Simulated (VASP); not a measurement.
Runs of VASP 6.6.1 on Al. The structure is that of space group P-3m1 (No. 164), or close to it. The cells are those of the table. 

```csv
cell,further INCAR settings,gap on the mesh (eV),pressure (GPa),largest force (eV/Å)
"a = 2.862, b = 2.862, c = 20.023 Å, angles 90.0, 90.0, 60.0°, 6 atoms",ALGO = Fast; EDIFF = 1e-06; NBANDS = 18,none,-,0.10
"a = 2.862, b = 2.862, c = 18.523 Å, angles 90.0, 90.0, 60.0°, 6 atoms",ALGO = Fast; EDIFF = 1e-06; NBANDS = 18,none,(b),0.10
"a = 2.862, b = 2.862, c = 16.023 Å, angles 90.0, 90.0, 60.0°, 6 atoms",ALGO = Fast; EDIFF = 1e-06; NBANDS = 18,none,-4.2,0.06
"a = 2.862, b = 2.862, c = 15.023 Å, angles 90.0, 90.0, 60.0°, 6 atoms",ALGO = Fast; EDIFF = 1e-06; NBANDS = 18,none,-4.8,0.33
"a = 2.862, b = 2.862, c = 17.023 Å, angles 90.0, 90.0, 60.0°, 6 atoms",ALGO = Fast; EDIFF = 1e-07; NBANDS = 18,none,(a),0.06
"a = 2.862, b = 2.862, c = 14.773 Å, angles 90.0, 90.0, 60.0°, 6 atoms",ALGO = Fast; EDIFF = 1e-06; NBANDS = 18,none,-4.8,0.41
"a = 2.862, b = 2.862, c = 13.723 Å, angles 90.0, 90.0, 60.0°, 6 atoms",ALGO = Fast; EDIFF = 1e-07; NBANDS = 18,none,-1.3,1.09
"a = 2.862, b = 2.862, c = 15.523 Å, angles 90.0, 90.0, 60.0°, 6 atoms",ALGO = Fast; EDIFF = 1e-06; NBANDS = 18,none,-4.5,0.17
"a = 2.862, b = 2.862, c = 14.523 Å, angles 90.0, 90.0, 60.0°, 6 atoms",ALGO = Fast; EDIFF = 1e-07; NBANDS = 18,none,-4.7,0.44
```

Alike in all rows: task single point; level LDA; potentials or basis VASP PAW LDA potentials, release 64 (Al); no spin polarisation; k mesh 19 × 19 × 4; cutoff (eV) 520; smearing gaussian 0.15 eV.

Question: Estimate the missing entries.

Answer: (a) -3.8; (b) -3.4.

Caveats: the cell stands under tension (at least some runs); forces of over 1 eV/Å act on the atoms, so gaps and moduli don't describe the material at rest (at least some runs).

A gap of «none» marks levels without a gap at the run's occupations.
